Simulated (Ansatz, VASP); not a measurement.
## One calculation of WC, two programs

The input INCAR:

```
SYSTEM = WC
PREC = Accurate ; ENCUT = 520
EDIFF = 1E-7 ; ISMEAR = 0
SIGMA = 0.15 ; LREAL = .FALSE.
LASPH = .TRUE. ; NELM = 100
ALGO = Normal ; ISIF = 2
LWAVE = .FALSE. ; LCHARG = .FALSE.
GGA = PS ; NBANDS = 16
```

KPOINTS

```
regular mesh
0
G
  18 18 18
  0 0 0
```

POSCAR

```
WC
1.0
    0.0000000000      2.2803913600      2.3680987200
    2.2803913600      0.0000000000      2.3680987200
    2.2803913600      2.2803913600      0.0000000000
W C
1 1
Direct
    0.0000000000      0.0000000000      0.0000000000
    0.5000000000      0.5000000000      0.5000000000
```

Input for Ansatz:

```yaml
crystal:
  lattice:
    - [0.0, 2.28039136, 2.36809872]
    - [2.28039136, 0.0, 2.36809872]
    - [2.28039136, 2.28039136, 0.0]
  atoms:
    - { symbol: W, position: [0.0, 0.0, 0.0] }
    - { symbol: C, position: [0.5, 0.5, 0.5] }
basis:
  ecutwfc: 420
kpoints:
  mp_grid: { grid: [18, 18, 18] }
hamiltonian:
  xc: pbesol
scf:
  occupations: { method: gaussian, width: 0.15 }
output:
  forces: true
  stress: true
  eigenvalues: true
```

Change from the starting cell: strain +0.040 along x and y, +0.080 along z, atoms carried along.

Alike in both runs: task single point; functional PBEsol; k mesh 18 × 18 × 18; occupations gaussian, width 0.15 eV; no spin polarisation.

```csv
,VASP,Ansatz
version,VASP 6.6.1,Ansatz 0.2.0
potentials or method,"VASP PAW PBE potentials, release 64 (W_sv, C), cutoff 520 eV","scalar-relativistic, plane waves, PAW"
valence electrons in the cell,18,18
```

VASP gave:

* gap on the k mesh at the Fermi level (eV): none
* pressure (GPa): -46.6
* traceless stress, the component that is largest in VASP (GPa): -4.13

Task: Which values does Ansatz return?

Result: gap on the k mesh at the Fermi level (eV): none; pressure (GPa): -47.1; traceless stress, the component that is largest in VASP (GPa): -4.07.

VASP's potentials were made for PBE, not for PBEsol. A gap of «none» marks a metal or a gap that the smearing closes. Both programs put the cell under strong tension, so it lies far from rest at this level. With one functional, cell and mesh, what is left measures potentials, basis and numerics.

Neither program's run includes spin-orbit coupling. Noted on VASP's run: the cell as given lies far from equilibrium.
